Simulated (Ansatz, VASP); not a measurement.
Ti: VASP beside Ansatz

Contents of INCAR:

```
SYSTEM = Ti
PREC = Accurate
ENCUT = 520
EDIFF = 1E-6
ISMEAR = 0
SIGMA = 0.15
LREAL = .FALSE.
LASPH = .TRUE.
NELM = 100
ALGO = Fast
ISIF = 2
LWAVE = .FALSE.
LCHARG = .TRUE.
GGA = PS
LELF = .TRUE.
LVHAR = .TRUE.
NBANDS = 19
```

Contents of KPOINTS:

```
Automatic mesh
0
G
  18 18 10
  0 0 0
```

The input POSCAR:

```
Ti
1.0
    2.9499978604      0.0000000000      0.0000000000
   -1.4749989302      2.5547730882      0.0000000000
    0.0000000000      0.0000000000      4.7328600000
Ti
2
Direct
    0.3333333333      0.6666666667      0.2500000000
    0.6666666667      0.3333333333      0.7500000000
```

Input for Ansatz:

```yaml
crystal:
  lattice:
    - [2.9499978604, 0.0, 0.0]
    - [-1.4749989302, 2.5547730882, 0.0]
    - [0.0, 0.0, 4.73286]
  atoms:
    - { symbol: Ti, position: [0.3333333333, 0.6666666667, 0.25] }
    - { symbol: Ti, position: [0.6666666667, 0.3333333333, 0.75] }
basis:
  ecutwfc: 420
kpoints:
  mp_grid: { grid: [18, 18, 10] }
hamiltonian:
  xc: pbesol
scf:
  occupations: { method: gaussian, width: 0.15 }
output:
  forces: true
  stress: true
  eigenvalues: true
```

Change from the starting cell: strain +0.0100 x Voigt [0, 0, 1, 0, 0, 0], atoms carried along.

Alike in both runs: task single point; functional PBEsol; k mesh 18 × 18 × 10; occupations gaussian, width 0.15 eV; no spin polarisation.

|  | VASP | Ansatz |
| --- | --- | --- |
| version | VASP 6.6.1 | Ansatz 0.2.0 |
| potentials or method | VASP PAW PBE potentials, release 64 (Ti_sv), cutoff 520 eV | scalar-relativistic, plane waves, PAW |
| valence electrons in the cell | 24 | 24 |

```tsv
	VASP	Ansatz	Ansatz less VASP
gap on the k mesh at the Fermi level (eV)	none	none	-
pressure (GPa)	-7.2	-6.8	+0.34
traceless stress, the component that is largest in VASP (GPa)	-1.05	-1.06	-0.009
```

VASP's potentials were made for PBE, not for PBEsol. A gap of «none» marks a metal or a gap that the smearing closes.
